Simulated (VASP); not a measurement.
# KBr (Fm-3m) in VASP: notebook

KBr is run at these levels: r2SCAN; tasks: single point.

Program: VASP 6.6.1. These are calculated values, not measurements. Logs are shortened: lines on timing, memory, paths and dates and some standing lists are left out, and cuts for length are marked.

## (1) The cell of the first run

Symmetry: Fm-3m, No. 225, cubic system. Conventional cell: a = 6.605 Å, b = 6.605 Å, c = 6.605 Å, α = 90.00°, β = 90.00°, γ = 90.00°. Within 4.3 Å of K (site symmetry m-3m) lie 6 Br at 3.30 Å. Br (site symmetry m-3m) has 6 K at 3.30 Å within 4.3 Å.

## (2) Single point, r2SCAN

POSCAR

```
KBr
1.0
    0.0000000000      3.3024387198      3.3024387198
    3.3024387198      0.0000000000      3.3024387198
    3.3024387198      3.3024387198      0.0000000000
K Br
1 1
Direct
    0.0000000000      0.0000000000      0.0000000000
    0.5000000000      0.5000000000      0.5000000000
```

INCAR.step1

```
SYSTEM = KBr
ALGO = Normal
EDIFF = 1E-4
ENCUT = 520
GGA = PE
ISMEAR = 0
LASPH = .TRUE.
LCHARG = .FALSE.
LREAL = .FALSE.
LWAVE = .TRUE.
NBANDS = 15
NELM = 60
PREC = Accurate
SIGMA = 0.01
```

INCAR.step2

```
SYSTEM = KBr
ALGO = Normal
EDIFF = 1E-6
ENCUT = 520
ISIF = 2
ISMEAR = 0
ISTART = 1
LASPH = .TRUE.
LCHARG = .TRUE.
LELF = .TRUE.
LMIXTAU = .TRUE.
LREAL = .FALSE.
LVHAR = .TRUE.
LWAVE = .FALSE.
METAGGA = R2SCAN
NBANDS = 15
NELM = 60
PREC = Accurate
SIGMA = 0.01
```

KPOINTS

```
k-points
0
G
  6 6 6
  0 0 0
```

Potentials or basis: VASP PAW PBE potentials, release 64 (K_sv, Br).

The run is started by

```bash
cat potpaw_PBE.64/K_sv/POTCAR potpaw_PBE.64/Br/POTCAR > POTCAR
cp INCAR.step1 INCAR
mpirun -np 1 vasp_std > vasp.out
cp INCAR.step2 INCAR
mpirun -np 1 vasp_std > vasp.out
```

OUTCAR:

```text
SYSTEM = KBr
   EDIFF = 1E-6
   ENCUT = 520
   ISIF = 2
   ISMEAR = 0
   ISTART = 1
   LASPH = .TRUE.
   LREAL = .FALSE.
   METAGGA = R2SCAN
   NELM = 60
   PREC = Accurate

 ion  position               nearest neighbor table
   1  0.000  0.000  0.000-
   2  0.500  0.500  0.500-

  LATTYP: Found a face centered cubic cell.
 ALAT       =     6.6048774396

  Lattice vectors:

 A1 = (   0.0000000000,   3.3024387198,   3.3024387198)
 A2 = (   3.3024387198,   0.0000000000,   3.3024387198)
 A3 = (   3.3024387198,   3.3024387198,   0.0000000000)

Analysis of symmetry for initial positions (statically):
=====================================================================
 Subroutine PRICEL returns:
 Original cell was already a primitive cell.

 Routine SETGRP: Setting up the symmetry group for a
 face centered cubic supercell.

 Subroutine GETGRP returns: Found 48 space group operations
 (whereof 48 operations were pure point group operations)
 out of a pool of 48 trial point group operations.

The static configuration has the point symmetry O_h .

Analysis of symmetry for dynamics (positions and initial velocities):
=====================================================================
 Subroutine PRICEL returns:
 Original cell was already a primitive cell.

 Routine SETGRP: Setting up the symmetry group for a
 face centered cubic supercell.

 Subroutine GETGRP returns: Found 48 space group operations
 (whereof 48 operations were pure point group operations)
 out of a pool of 48 trial point group operations.

The dynamic configuration has the point symmetry O_h .

 Subroutine INISYM returns: Found 48 space group operations
 (whereof 48 operations are pure point group operations),
 and found     1 'primitive' translations

----------------------------------------------------------------------------------------

                                     Primitive cell

  volume of cell :      72.0335

  direct lattice vectors                    reciprocal lattice vectors
     0.000000000  3.302438720  3.302438720    -0.151403264  0.151403264  0.151403264
     3.302438720  0.000000000  3.302438720     0.151403264 -0.151403264  0.151403264
     3.302438720  3.302438720  0.000000000     0.151403264  0.151403264 -0.151403264

  length of vectors
     4.670353626  4.670353626  4.670353626     0.262238145  0.262238145  0.262238145

[... 78 lines left out ...]
   ISYM   =      2    0-nonsym 1-usesym 2-fastsym
   POTIM  = 0.5000    time-step for ionic-motion
   TEBEG  =    0.0;   TEEND  =   0.0 temperature during run
   PSTRESS=    0.0 pullay stress
   NELECT =      16.0000    total number of electrons
   NUPDOWN=      -1.0000    fix difference up-down
   EMIN   =  10.00;   EMAX   =-10.00  energy-range for DOS
   EFERMI =   0.00;   METHOD = LEGACY
   ISMEAR =     0;   SIGMA  =   0.01  broadening in eV -4-tet -1-fermi 0-gaus
   EFERMI_NEDOS =   21; number of points for ismear=-14 and -15
   IALGO  =     38    algorithm
   IMIX   =      4    mixing-type and parameters
     AMIX     =   0.40;   BMIX     =  1.00
     AMIX_MAG =   1.60;   BMIX_MAG =  1.00
  volume/ion in A,a.u.               =      36.02       243.05
  Fermi-wavevector in a.u.,A,eV,Ry     =   0.991448  1.873566 13.374114  0.982970
  Thomas-Fermi vector in A             =   2.123190
   LORBIT       =      0    0 simple, 1 ext, 2 COOP (PROOUT), +10 PAW based schemes
   METAGGA = R2SCAN    functional components
   LHFCALC =     F    Hartree Fock is set to
   AEXX    =    0.0000 exact exchange contribution
   IVDW    =     0    specifies the selected vdW correction
   LEPSILON=     F    determine dielectric tensor
   LRPA    =     F    only Hartree local field effects (RPA)
 non-spin polarized calculation
 Gauss-broadening in eV      SIGMA  =   0.01
  energy-cutoff  :      520.00
  volume of cell :       72.03
 maximum number of plane-waves:      1964
   NGX = 17   NGY = 17   NGZ = 17

 number of electron      15.9999997 magnetization

 Free energy of the ion-electron system (eV)
  ---------------------------------------------------
  ext. energy  EPLUGINS =         0.00000000
  ---------------------------------------------------
  free energy    TOTEN  =       -23.24865631 eV

  energy without entropy =      -23.24865631  energy(sigma->0) =      -23.24865631

 E-fermi :  -2.0153     XC(G=0):  -7.7393

 val. band max:       -2.1574307845   @ k =   0.0000   0.0000   0.0000
 cond. band min:       2.9157116187   @ k =   0.0000   0.0000   0.0000
 fundamental gap:      5.0731424032
 Fermi energy:        -2.0153107485

 k-point     1 :       0.0000    0.0000    0.0000
  band No.  band energies     occupation
      1     -31.0448      2.00000
      2     -14.8828      2.00000
      3     -13.7506      2.00000
      4     -13.7506      2.00000
      5     -13.7506      2.00000
      6      -2.1574      2.00000
      7      -2.1574      2.00000
      8      -2.1574      2.00000
      9       2.9157      0.00000
     10       6.0784      0.00000
     11       6.0784      0.00000
     12       6.0784      0.00000
     13       7.0577      0.00000
     14       7.0577      0.00000
[... 257 lines left out ...]
      2     -14.8526      2.00000
      3     -13.8246      2.00000
      4     -13.7984      2.00000
      5     -13.6867      2.00000
      6      -2.8706      2.00000
      7      -2.6253      2.00000
      8      -2.6080      2.00000
      9       4.9569      0.00000
     10       6.6064      0.00000
     11       6.7177      0.00000
     12       7.9387      0.00000
     13       8.6954      0.00000
     14       9.4226      0.00000
     15       9.9487      0.00000

------------------------ aborting loop because EDIFF is reached ----------------------------------------

  FORCE on cell =-STRESS in cart. coord.  units (eV):
  Direction    XX          YY          ZZ          XY          YZ          ZX
  --------------------------------------------------------------------------------------
  -------------------------------------------------------------------------------------
  Total        0.0117260      0.0117260      0.0117260      0.0000000      0.0000000      0.0000000
  in kB        0.2608105      0.2608105      0.2608105      0.0000000      0.0000000      0.0000000
  external PRESSURE =       0.2608105 kB  Pullay stress =       0.0000000 kB

 VOLUME and BASIS-vectors are now :
 -----------------------------------------------------------------------------
  energy-cutoff  :      520.00
  volume of cell :       72.03
      direct lattice vectors                 reciprocal lattice vectors
     0.000000000  3.302438720  3.302438720    -0.151403264  0.151403264  0.151403264
     3.302438720  0.000000000  3.302438720     0.151403264 -0.151403264  0.151403264
     3.302438720  3.302438720  0.000000000     0.151403264  0.151403264 -0.151403264

 POSITION                                       TOTAL-FORCE (eV/Angst)
 -----------------------------------------------------------------------------------
      0.00000      0.00000      0.00000         0.000000     -0.000000     -0.000000
      3.30244      3.30244      3.30244        -0.000000      0.000000      0.000000
 -----------------------------------------------------------------------------------
    total drift:                                0.000000      0.000000      0.000000

  FREE ENERGIE OF THE ION-ELECTRON SYSTEM (eV)
  ---------------------------------------------------
  free  energy   TOTEN  =       -23.2486563124 eV

  energy  without entropy=      -23.2486563124  energy(sigma->0) =      -23.24865631
```

Wall time 4.9 min (1 thread of AMD EPYC 7R13, shared host); peak memory 0.19 GiB.

Results:

- Free energy: -23.2487 eV
- Pressure: 0.0 GPa
- Band gap on the k mesh: 5.07 eV, direct

Caveat: the PAW data sets were made with another functional, which shifts forces and pressure a little.

## (3) Single point, r2SCAN

POSCAR is that of step 2.

INCAR.step1

```
ALGO = Normal
EDIFF = 1E-4
ENCUT = 520
GGA = PE
ISMEAR = 0
LASPH = T
LCHARG = F
LREAL = F
LWAVE = T
NBANDS = 15
NELM = 60
PREC = Accurate
SIGMA = 0.01
```

INCAR.step2

```
ALGO = Normal
EDIFF = 1E-6
ENCUT = 520
ISIF = 2
ISMEAR = 0
ISTART = 1
LASPH = T
LCHARG = T
LELF = T
LMIXTAU = T
LREAL = F
LVHAR = T
LWAVE = F
METAGGA = R2SCAN
NBANDS = 15
NELM = 60
PREC = Accurate
SIGMA = 0.01
```

KPOINTS

```
k-points
0
Gamma
  6 6 6
```

Potentials or basis: VASP PAW PBE potentials, release 64 (K_sv, Br).

The run is started by

```bash
cat potpaw_PBE.64/K_sv/POTCAR potpaw_PBE.64/Br/POTCAR > POTCAR
cp INCAR.step1 INCAR
mpirun -np 1 vasp_std > vasp.out
cp INCAR.step2 INCAR
mpirun -np 1 vasp_std > vasp.out
```

OUTCAR:

```text
EDIFF = 1E-6
   ENCUT = 520
   ISIF = 2
   ISMEAR = 0
   ISTART = 1
   LASPH = T
   LREAL = F
   METAGGA = R2SCAN
   NELM = 60
   PREC = Accurate

 ion  position               nearest neighbor table
   1  0.000  0.000  0.000-
   2  0.500  0.500  0.500-

  LATTYP: Found a face centered cubic cell.
 ALAT       =     6.6048774396

  Lattice vectors:

 A1 = (   0.0000000000,   3.3024387198,   3.3024387198)
 A2 = (   3.3024387198,   0.0000000000,   3.3024387198)
 A3 = (   3.3024387198,   3.3024387198,   0.0000000000)

Analysis of symmetry for initial positions (statically):
=====================================================================
 Subroutine PRICEL returns:
 Original cell was already a primitive cell.

 Routine SETGRP: Setting up the symmetry group for a
 face centered cubic supercell.

 Subroutine GETGRP returns: Found 48 space group operations
 (whereof 48 operations were pure point group operations)
 out of a pool of 48 trial point group operations.

The static configuration has the point symmetry O_h .

Analysis of symmetry for dynamics (positions and initial velocities):
=====================================================================
 Subroutine PRICEL returns:
 Original cell was already a primitive cell.

 Routine SETGRP: Setting up the symmetry group for a
 face centered cubic supercell.

 Subroutine GETGRP returns: Found 48 space group operations
 (whereof 48 operations were pure point group operations)
 out of a pool of 48 trial point group operations.

The dynamic configuration has the point symmetry O_h .

 Subroutine INISYM returns: Found 48 space group operations
 (whereof 48 operations are pure point group operations),
 and found     1 'primitive' translations

----------------------------------------------------------------------------------------

                                     Primitive cell

  volume of cell :      72.0335

  direct lattice vectors                    reciprocal lattice vectors
     0.000000000  3.302438720  3.302438720    -0.151403264  0.151403264  0.151403264
     3.302438720  0.000000000  3.302438720     0.151403264 -0.151403264  0.151403264
     3.302438720  3.302438720  0.000000000     0.151403264  0.151403264 -0.151403264

  length of vectors
     4.670353626  4.670353626  4.670353626     0.262238145  0.262238145  0.262238145

  position of ions in fractional coordinates (direct lattice)
     0.000000000  0.000000000  0.000000000
     0.500000000  0.500000000  0.500000000

  ion indices of the primitive-cell ions
   primitive index   ion index
                 1           1
                 2           2

----------------------------------------------------------------------------------------

 KPOINTS: k-points

Automatic generation of k-mesh.
 Grid dimensions read from file:
 generate k-points for:    6    6    6

 Generating k-lattice:

  Cartesian coordinates                     Fractional coordinates (reciprocal lattice)
    -0.025233877  0.025233877  0.025233877     0.166666667  0.000000000  0.000000000
     0.025233877 -0.025233877  0.025233877     0.000000000  0.166666667  0.000000000
     0.025233877  0.025233877 -0.025233877     0.000000000  0.000000000  0.166666667

  Length of vectors
     0.043706357  0.043706357  0.043706357

  Shift w.r.t. Gamma in fractional coordinates (k-lattice)
     0.000000000  0.000000000  0.000000000

 Subroutine IBZKPT returns following result:
 ===========================================

 Found     16 irreducible k-points:

 Following reciprocal coordinates:
            Coordinates               Weight
  0.000000  0.000000  0.000000      1.000000
  0.166667  0.000000  0.000000      8.000000
  0.333333  0.000000  0.000000      8.000000
  0.500000  0.000000  0.000000      4.000000
  0.166667  0.166667  0.000000      6.000000
  0.333333  0.166667  0.000000     24.000000
[... 8 lines left out ...]
 -0.333333  0.333333  0.166667     24.000000
 -0.333333  0.500000  0.166667     12.000000
   k-points           NKPTS =     16   k-points in BZ     NKDIM =     16   number of bands    NBANDS=     15
   number of dos      NEDOS =    301   number of ions     NIONS =      2
   total plane-waves  NPLWV =  46656
   dimension x,y,z NGX =    36 NGY =   36 NGZ =   36
   dimension x,y,z NGXF=    72 NGYF=   72 NGZF=   72
   ions per type =               1   1
   NGX,Y,Z   is equivalent  to a cutoff of  12.81, 12.81, 12.81 a.u.
   NGXF,Y,Z  is equivalent  to a cutoff of  25.63, 25.63, 25.63 a.u.
 SYSTEM =  unknown system
   PREC   = accura    normal or accurate (medium, high low for compatibility)
   ISTART =      1    job   : 0-new  1-cont  2-samecut
   ICHARG =      0    charge: 1-file 2-atom 10-const
   ISPIN  =      1    spin polarized calculation?
   LNONCOLLINEAR =      F non collinear calculations
   LSORBIT =      F    spin-orbit coupling
   LASPH  =      T    aspherical Exc in radial PAW
   ENCUT  =  520.0 eV  38.22 Ry    6.18 a.u.   8.68  8.68  8.68*2*pi/ulx,y,z
   NELM   =     60;   NELMIN=  2; NELMDL=  0     # of ELM steps
   EDIFF  = 0.1E-05   stopping-criterion for ELM
   LREAL  =      F    real-space projection
   EDIFFG = 0.1E-04   stopping-criterion for IOM
   NSW    =      0    number of steps for IOM
   IBRION =     -1    ionic relax: 0-MD 1-quasi-New 2-CG
   NFREE  =      0    steps in history (QN), initial steepest desc. (CG)
   ISIF   =      2    stress and relaxation
   ISYM   =      2    0-nonsym 1-usesym 2-fastsym
   POTIM  = 0.5000    time-step for ionic-motion
   TEBEG  =    0.0;   TEEND  =   0.0 temperature during run
   PSTRESS=    0.0 pullay stress
   NELECT =      16.0000    total number of electrons
   NUPDOWN=      -1.0000    fix difference up-down
   EMIN   =  10.00;   EMAX   =-10.00  energy-range for DOS
   EFERMI =   0.00;   METHOD = LEGACY
   ISMEAR =     0;   SIGMA  =   0.01  broadening in eV -4-tet -1-fermi 0-gaus
   EFERMI_NEDOS =   21; number of points for ismear=-14 and -15
   IALGO  =     38    algorithm
   IMIX   =      4    mixing-type and parameters
     AMIX     =   0.40;   BMIX     =  1.00
     AMIX_MAG =   1.60;   BMIX_MAG =  1.00
  volume/ion in A,a.u.               =      36.02       243.05
  Fermi-wavevector in a.u.,A,eV,Ry     =   0.991448  1.873566 13.374114  0.982970
  Thomas-Fermi vector in A             =   2.123190
   LORBIT       =      0    0 simple, 1 ext, 2 COOP (PROOUT), +10 PAW based schemes
   METAGGA = R2SCAN    functional components
   LHFCALC =     F    Hartree Fock is set to
   AEXX    =    0.0000 exact exchange contribution
   IVDW    =     0    specifies the selected vdW correction
   LEPSILON=     F    determine dielectric tensor
   LRPA    =     F    only Hartree local field effects (RPA)
 non-spin polarized calculation
 Gauss-broadening in eV      SIGMA  =   0.01
  energy-cutoff  :      520.00
  volume of cell :       72.03
 maximum number of plane-waves:      1964
   NGX = 17   NGY = 17   NGZ = 17

 number of electron      15.9999997 magnetization

 Free energy of the ion-electron system (eV)
  ---------------------------------------------------
  ext. energy  EPLUGINS =         0.00000000
  ---------------------------------------------------
  free energy    TOTEN  =       -23.24865631 eV

  energy without entropy =      -23.24865631  energy(sigma->0) =      -23.24865631

 E-fermi :  -2.0153     XC(G=0):  -7.7393

 val. band max:       -2.1574307845   @ k =   0.0000   0.0000   0.0000
 cond. band min:       2.9157116187   @ k =   0.0000   0.0000   0.0000
 fundamental gap:      5.0731424032
 Fermi energy:        -2.0153107485

 k-point     1 :       0.0000    0.0000    0.0000
  band No.  band energies     occupation
      1     -31.0448      2.00000
      2     -14.8828      2.00000
      3     -13.7506      2.00000
      4     -13.7506      2.00000
      5     -13.7506      2.00000
      6      -2.1574      2.00000
      7      -2.1574      2.00000
      8      -2.1574      2.00000
      9       2.9157      0.00000
     10       6.0784      0.00000
     11       6.0784      0.00000
     12       6.0784      0.00000
     13       7.0577      0.00000
     14       7.0577      0.00000
[... 257 lines left out ...]
      2     -14.8526      2.00000
      3     -13.8246      2.00000
      4     -13.7984      2.00000
      5     -13.6867      2.00000
      6      -2.8706      2.00000
      7      -2.6253      2.00000
      8      -2.6080      2.00000
      9       4.9569      0.00000
     10       6.6064      0.00000
     11       6.7177      0.00000
     12       7.9387      0.00000
     13       8.6954      0.00000
     14       9.4226      0.00000
     15       9.9487      0.00000

------------------------ aborting loop because EDIFF is reached ----------------------------------------

  FORCE on cell =-STRESS in cart. coord.  units (eV):
  Direction    XX          YY          ZZ          XY          YZ          ZX
  --------------------------------------------------------------------------------------
  -------------------------------------------------------------------------------------
  Total        0.0117260      0.0117260      0.0117260      0.0000000      0.0000000      0.0000000
  in kB        0.2608105      0.2608105      0.2608105      0.0000000      0.0000000      0.0000000
  external PRESSURE =       0.2608105 kB  Pullay stress =       0.0000000 kB

 VOLUME and BASIS-vectors are now :
 -----------------------------------------------------------------------------
  energy-cutoff  :      520.00
  volume of cell :       72.03
      direct lattice vectors                 reciprocal lattice vectors
     0.000000000  3.302438720  3.302438720    -0.151403264  0.151403264  0.151403264
     3.302438720  0.000000000  3.302438720     0.151403264 -0.151403264  0.151403264
     3.302438720  3.302438720  0.000000000     0.151403264  0.151403264 -0.151403264

 POSITION                                       TOTAL-FORCE (eV/Angst)
 -----------------------------------------------------------------------------------
      0.00000      0.00000      0.00000         0.000000     -0.000000     -0.000000
      3.30244      3.30244      3.30244        -0.000000      0.000000      0.000000
 -----------------------------------------------------------------------------------
    total drift:                                0.000000      0.000000      0.000000

  FREE ENERGIE OF THE ION-ELECTRON SYSTEM (eV)
  ---------------------------------------------------
  free  energy   TOTEN  =       -23.2486563124 eV

  energy  without entropy=      -23.2486563124  energy(sigma->0) =      -23.24865631
```

OUTCAR.step1:

```text
EDIFF = 1E-4
   ENCUT = 520
   GGA = PE
   ISMEAR = 0
   LASPH = T
[... 497 lines left out ...]
 -----------------------------------------------------------------------------------
      0.00000      0.00000      0.00000         0.000000      0.000000      0.000000
      3.30244      3.30244      3.30244        -0.000000     -0.000000     -0.000000
 -----------------------------------------------------------------------------------
    total drift:                                0.000000      0.000000      0.000000

  FREE ENERGIE OF THE ION-ELECTRON SYSTEM (eV)
  ---------------------------------------------------
  free  energy   TOTEN  =        -6.2158228709 eV

  energy  without entropy=       -6.2158228709  energy(sigma->0) =       -6.21582287
```

Run time: 4.5 min. Hardware: 1 thread of AMD EPYC 7R13, shared host; peak memory 0.19 GiB.

Results:

```yaml
Free_energy: -23.2487 eV
Pressure: 0.0 GPa
Band_gap_on_the_k_mesh: 5.07 eV, direct
```

Caveat: the PAW data sets were made with another functional, which shifts forces and pressure a little.

[end of part 1 of 2]
